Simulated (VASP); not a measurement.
## Be2BiSb3: single point with PBE

Crystal: Be2BiSb3.

```xyz
6
Lattice="3.9316 0.0000 0.0000 -1.9658 3.4049 0.0000 0.0000 0.0000 10.1219" Properties=species:S:1:pos:R:3 pbc="T T T"
Be    0.0000    2.2699    6.5967
Be    1.9658    1.1350    3.5252
Sb    0.0000    0.0000    5.0609
Sb    0.0000    2.2699    2.2881
Sb    1.9658    1.1350    7.8338
Bi    0.0000    0.0000    0.0000
```

```json
{"Program": "VASP 6.6.1", "Task": "single point", "Functional": "PBE", "Potentials or basis": "VASP PAW PBE potentials, release 64 (Be, Sb, Bi_d)", "Cutoff": "520 eV", "k mesh": "6 × 6 × 2", "Occupations": "gaussian, width 0.1 eV", "Spin": "no spin polarisation", "Dipole correction": "no", "Further INCAR settings": "ALGO = Normal; EDIFF = 1e-07; NBANDS = 26"}
```

```
Pressure               : -0.2 GPa
Largest force          : 0.011 eV/Å
Band gap on the k mesh : zero (band 17 reaches 8.04 eV, above the bottom of band 18 at 5.95 eV)
```

Forces in eV/Å, atoms in the order of the input:
```
Be   0.000  0.000  0.011
Be   0.000  0.000 -0.011
Sb   0.000  0.000  0.000
Sb   0.000  0.000  0.000
Sb   0.000  0.000  0.000
Bi   0.000  0.000  0.000
```

Stress tensor (GPa, compression positive):
```
-0.27  0.00  0.00
 0.00 -0.27  0.00
 0.00  0.00 -0.17
```

Levels at points of the mesh, in eV from the Fermi level:
```csv
k point,band 15,band 16,band 17,band 18,band 19,band 20
"(0.00, 0.00, 0.00)",0.45,0.45,0.52,0.52,2.09,2.09
"(0.50, 0.00, 0.00)",-1.97,-1.65,-1.10,-0.45,0.69,1.08
"(0.00, 0.00, 0.50)",0.49,0.71,0.71,1.70,1.70,2.10
"(0.50, 0.00, 0.50)",-1.81,-1.10,-0.39,0.77,0.97,1.07
```

It took 34 s on 1 thread of AMD EPYC 9R45 96-Core Processor (Zen 5), with other jobs on the host, peak memory 0.24 GiB.

Caveat: spin-orbit coupling is left out, which moves the levels of the heavy elements.
